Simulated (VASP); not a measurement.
A run of VASP 6.6.1 is set up as follows.

POSCAR

```
ZnHgO2
1.0
    3.2584852089      0.0000000000      0.0000000000
    0.0000000000      3.2584852089      0.0000000000
    0.0000000000      0.0000000000      5.0870597866
Zn O Hg
1 2 1
Direct
    0.0000000000      0.0000000000      0.0000000000
    0.0000000000      0.5000000000      0.2034319238
    0.5000000000      0.0000000000      0.7965680762
    0.5000000000      0.5000000000      0.5000000000
```

Contents of INCAR.step1:

```
SYSTEM = ZnHgO2
  ALGO = Normal
  EDIFF = 1E-5
  ENCUT = 1480
  GGA = PE
  GGA_COMPAT = .False.
  ISMEAR = -1
  LASPH = .True.
  LCHARG = .False.
  LREAL = .False.
  LWAVE = .True.
  NBANDS = 30
  NELM = 120
  PREC = Accurate
  SIGMA = 0.02
```

File INCAR.step2:

```
SYSTEM = ZnHgO2
  ALGO = Normal
  EDIFF = 1E-6
  ENCUT = 1480
  GGA_COMPAT = .False.
  ISIF = 2
  ISMEAR = -1
  ISTART = 1
  LASPH = .True.
  LCHARG = .True.
  LELF = .True.
  LMIXTAU = .True.
  LREAL = .False.
  LVHAR = .True.
  LWAVE = .False.
  METAGGA = R2SCAN
  NBANDS = 30
  NELM = 120
  PREC = Accurate
  SIGMA = 0.02
```

File KPOINTS:

```
k-points
0
Gamma
  6 6 4
  0 0 0
```

Potentials or basis: VASP PAW PBE potentials, release 64 (Zn, O_h, Hg_sv_GW).

Run with:

```bash
$ cat potpaw_PBE.64/Zn/POTCAR potpaw_PBE.64/O_h/POTCAR potpaw_PBE.64/Hg_sv_GW/POTCAR > POTCAR
$ cp INCAR.step1 INCAR
$ mpirun -np 1 vasp_std > vasp.out
$ cp INCAR.step2 INCAR
$ mpirun -np 1 vasp_std > vasp.out
```

Problem. Predict the largest force.

Solution. 0.029 eV/Å.

Problem. Estimate the pressure.

Solution. 9.3 GPa.

Problem. Predict the band gap on the k mesh.

Solution. Zero (filled and empty bands touch).

Stress tensor (GPa, compression positive):
```
 8.81  0.00  0.00
 0.00  8.81  0.00
 0.00  0.00 10.22
```

Caveat: the cell stands under pressure; semilocal functionals underestimate gaps, and a narrow one can read as zero; the PAW data sets were made with another functional, which shifts forces and pressure a little; spin-orbit coupling is left out, which moves the levels of the heavy elements.
